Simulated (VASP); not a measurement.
Set up this calculation in VASP 6.6.1, as the native input.

```
Task                   : relaxation of cell and atoms
Functional             : PBEsol
Potentials or basis    : VASP PAW PBE potentials, release 64 (Ga_d, N)
Cutoff                 : 600 eV
k mesh                 : 12 × 12 × 6
Occupations            : gaussian, width 0.02 eV
Spin                   : no spin polarisation
Dipole correction      : no
Further INCAR settings : ALGO = Normal; EDIFF = 1e-06; IBRION = 2; EDIFFG = -0.005; NSW = 100; ISIF = 3
```

The structure of GaN lies in POSCAR:

```
GaN
1.0
    3.1799996605      0.0000000000      0.0000000000
   -1.5899998303      2.7539604900      0.0000000000
    0.0000000000      0.0000000000      5.1660000000
Ga N
2 2
Direct
    0.3333333333      0.6666666667      0.0000000000
    0.6666666667      0.3333333333      0.5000000000
    0.3333333333      0.6666666667      0.3750000000
    0.6666666667      0.3333333333      0.8750000000
```

These files were run (other wordings do the same):

INCAR

```
PREC = Accurate ; ENCUT = 600
EDIFF = 1E-6 ; ISMEAR = 0
SIGMA = 0.02 ; LREAL = F
LASPH = T ; NELM = 100
ALGO = Normal ; ISIF = 3
LWAVE = F ; LCHARG = F
GGA = PS ; IBRION = 2
NSW = 100 ; EDIFFG = -0.005
```

KPOINTS

```
regular mesh
0
Gamma
  12 12 6
```

Potentials or basis: VASP PAW PBE potentials, release 64 (Ga_d, N).

Launch:

```console
$ cat potpaw_PBE.64/Ga_d/POTCAR potpaw_PBE.64/N/POTCAR > POTCAR
$ mpirun -np 1 vasp_std > vasp.out
```

Results of the run:

- Relaxed volume: 11.35 Å³/atom
- Relaxed cell: a = 3.180 Å, b = 3.180 Å, c = 5.183 Å, α = 90.00°, β = 90.00°, γ = 120.00°
- Space group after relaxing (to 0.1 Å): P6_3mc (No. 186)
- Energy gained by relaxing: 0.5 meV/atom
- Ionic steps: 10
- Pressure after relaxing: 0.0 GPa
- Band gap on the k mesh: 1.91 eV

Caveat: the PAW data sets were made with another functional, which shifts forces and pressure a little.

Wall time 2.5 min on 1 thread of Intel(R) Xeon(R) 6975P-C (Granite Rapids), with other jobs on the host, peak memory 0.23 GiB.
